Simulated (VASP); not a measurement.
A run of VASP 6.6.1:

Contents of INCAR:

```
SYSTEM = Pt
PREC = Accurate ; ENCUT = 500
EDIFF = 1E-6 ; ISMEAR = -1
SIGMA = 0.05 ; LREAL = .False.
LASPH = .True. ; NELM = 120
ALGO = Normal ; ISIF = 2
LWAVE = .False. ; LCHARG = .False.
GGA = PE ; NBANDS = 11
GGA_COMPAT = .False.
```

The input KPOINTS:

```
regular mesh
0
Gamma
  13 13 13
  0 0 0
```

Contents of POSCAR:

```
Pt
1.0
    0.0000000000      1.9343981026      1.9343981026
    1.9343981026      0.0000000000      1.9343981026
    1.9343981026      1.9343981026      0.0000000000
Pt
1
Direct
    0.0000000000      0.0000000000      0.0000000000
```

Potentials or basis: VASP PAW PBE potentials, release 64 (Pt).

Launch:

```sh
$ cat potpaw_PBE.64/Pt/POTCAR > POTCAR
$ mpirun -np 1 vasp_std > vasp.out
```

Hardware: 1 thread of Intel Xeon 8259CL (shared host).

Question: How long does it take, and how much memory?

Answer: Wall time 15 s on 1 thread of Intel Xeon 8259CL (shared host), peak memory 0.13 GiB. Counts: scf iterations 11, k points 84.
